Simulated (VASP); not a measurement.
Runs of VASP 6.6.1 on MgF2. The structure is that of space group P4_2/mnm (No. 136), or close to it. The cells are those of the table. 

| task | level | potentials or basis | cell | cutoff (eV) | k mesh for the DOS | occupations for the DOS | gap on the mesh (eV) | pressure (GPa) |
| --- | --- | --- | --- | --- | --- | --- | --- | --- |
| single point | LDA | VASP PAW LDA potentials, release 64 (Mg, F) | a = 4.698, b = 4.698, c = 3.093 Å, 6 atoms | 600 | - | - | 6.46 | -10.1 |
| single point | PBE | VASP PAW PBE potentials, release 64 (Mg, F) | a = 4.802, b = 4.802, c = 3.137 Å, 6 atoms | 600 | - | - | 6.44 | (d) |
| relaxation of shape and atoms at fixed volume | PBE | VASP PAW PBE potentials, release 64 (Mg, F) | relaxed from a = 4.650, b = 4.650, c = 3.062 Å, 6 atoms | 600 | - | - | 7.00 | 2.0 |
| single point | PBE | VASP PAW PBE potentials, release 64 (Mg, F) | a = 4.750, b = 4.750, c = 3.117 Å, 6 atoms | 600 | - | - | 6.61 | (c) |
| relaxation of cell and atoms | PBE | VASP PAW PBE potentials, release 64 (Mg, F) | relaxed from a = 4.625, b = 4.625, c = 3.052 Å, 6 atoms | 600 | - | - | (b) | 0.0 |
| single point | PBE | VASP PAW PBE potentials, release 64 (Mg, F) | a = 4.698, b = 4.698, c = 3.093 Å, 6 atoms | 600 | - | - | 6.80 | -1.0 |
| relaxation of shape and atoms at fixed volume | PBE | VASP PAW PBE potentials, release 64 (Mg, F) | relaxed from a = 4.597, b = 4.597, c = 3.036 Å, 6 atoms | 600 | - | - | 7.21 | 5.4 |
| single point | PBE | VASP PAW PBE potentials, release 64 (Mg, F) | a = 4.593, b = 4.593, c = 3.041 Å, 6 atoms | 600 | - | - | 7.21 | 5.4 |
| single point | PBE | VASP PAW PBE potentials, release 64 (Mg, F) | a = 4.698, b = 4.698, c = 3.093 Å, 6 atoms | 520 | - | - | 6.79 | -0.8 |
| single point | PBE | VASP PAW PBE potentials, release 64 (Mg, F) | a = 4.646, b = 4.646, c = 3.067 Å, 6 atoms | 600 | - | - | 7.00 | (a) |

Alike in all rows: no spin polarisation; k mesh 6 × 6 × 8; smearing gaussian 0.02 eV.

Task: Estimate the missing entries.

Result: (a) 1.9; (b) 6.86; (c) -3.4; (d) -5.5.

A k mesh can miss the band edges.
